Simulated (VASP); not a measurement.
A run of VASP 6.6.1:

INCAR

```
  PREC = Accurate
  ENCUT = 600
  EDIFF = 1E-6
  ISMEAR = 0
  SIGMA = 0.2
  LREAL = False
  LASPH = True
  NELM = 200
  ALGO = Normal
  ISIF = 2
  LWAVE = False
  LCHARG = False
  GGA = PE
  NBANDS = 16
  GGA_COMPAT = False
  LMAXMIX = 6
```

File KPOINTS:

```
Automatic mesh
0
Gamma
  6 6 5
```

POSCAR

```
TmHOs
1.0
    3.0825817133      0.0000000000      0.0000000000
    0.0000000000      3.0825817133      0.0000000000
    0.0000000000      0.0000000000      4.1852240769
Tm H Os
1 1 1
Direct
    0.0000000000      0.0000000000      0.8136354186
    0.0000000000      0.0000000000      0.3152250999
    0.5000000000      0.5000000000      0.3148492816
```

Potentials or basis: VASP PAW PBE potentials, release 64 (Tm_3, H, Os), 4f in core.

Launch:

```sh
$ cat potpaw_PBE.64/Tm_3/POTCAR potpaw_PBE.64/H/POTCAR potpaw_PBE.64/Os/POTCAR > POTCAR
$ mpirun -np 1 vasp_std > vasp.out
```

Hardware: 1 thread of Intel(R) Xeon(R) Platinum 8488C (Sapphire Rapids) (shared host).

Task: Estimate the wall time of this run.

Result: It took 18 s on 1 thread of Intel(R) Xeon(R) Platinum 8488C (Sapphire Rapids), with other jobs on the host, peak memory 0.19 GiB. Counts: scf iterations 13, k points 30.
